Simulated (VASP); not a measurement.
Write the native input for VASP 6.6.1 that does the following.

```yaml
Task: single point
Functional: LDA
Potentials_or_basis: VASP PAW LDA potentials, release 64 (Ru_pv)
Cutoff: 520 eV
k_mesh: 13 × 13 × 13
Occupations: fermi-dirac, width 0.1 eV
Spin: no spin polarisation
Dipole_correction: no
Further_INCAR_settings: ALGO = Normal; EDIFF = 1e-06; NBANDS = 21
```

The structure of Ru lies in POSCAR:

```
Ru
1.0
    0.0000000000      2.2588347347      2.2588347347
    2.2588347347      0.0000000000      2.2588347347
    2.2588347347      2.2588347347      0.0000000000
Ru
2
Direct
   -0.1250000000     -0.1250000000     -0.1250000000
    0.1250000000      0.1250000000      0.1250000000
```

This cell differs from its parent crystal: volume scaled by 0.6.

One way to write it, as run:

INCAR

```
SYSTEM = Ru
ALGO = Normal ; EDIFF = 1E-6
ENCUT = 520 ; ISIF = 2
ISMEAR = -1 ; LASPH = .True.
LCHARG = .False. ; LREAL = .False.
LWAVE = .False. ; NBANDS = 21
NELM = 80 ; PREC = Accurate
SIGMA = 0.1
```

KPOINTS

```
k-points
0
Gamma
  13 13 13
  0 0 0
```

Potentials or basis: VASP PAW LDA potentials, release 64 (Ru_pv).

Run with:

```bash
$ cat potpaw_LDA.64/Ru_pv/POTCAR > POTCAR
$ mpirun -np 1 vasp_std > vasp.out
```

It gave:

```yaml
Pressure: 318.5 GPa
Band_gap_on_the_k_mesh: zero (band 14 reaches 17.29 eV, above the bottom of band 15 at 15.62 eV)
```

It took 9.8 s on 1 thread of Intel(R) Xeon(R) 6975P-C (Granite Rapids), on a shared host, peak memory 0.14 GiB.
